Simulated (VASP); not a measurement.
Runs of VASP 6.6.1 on Ti. The structure is cubic, space group Im-3m (No. 229). Conventional cell: a = 3.282 Å, b = 3.282 Å, c = 3.282 Å, α = 90.00°, β = 90.00°, γ = 90.00°. Within 3.7 Å of Ti (site symmetry m-3m) lie 14 Ti at 2.84 to 3.28 Å. 

```tsv
smearing	gap on the mesh (eV)	pressure (GPa)
gaussian 0.25 eV	none	(a)
gaussian 0.05 eV	none	-6.9
gaussian 0.1 eV	none	-6.9
gaussian 0.15 eV	none	-6.8
gaussian 0.025 eV	none	-6.9
```

Alike in all rows: task single point; level PBEsol; potentials or basis VASP PAW PBE potentials, release 64 (Ti_sv); no spin polarisation; cell as given; k mesh 14 × 14 × 14; cutoff (eV) 520.

Problem. Fill in the values left out.

Solution. (a) -6.5.

Caveats: the PAW data sets were made with another functional, which shifts forces and pressure a little.

A gap of «none» marks levels without a gap at the run's occupations.
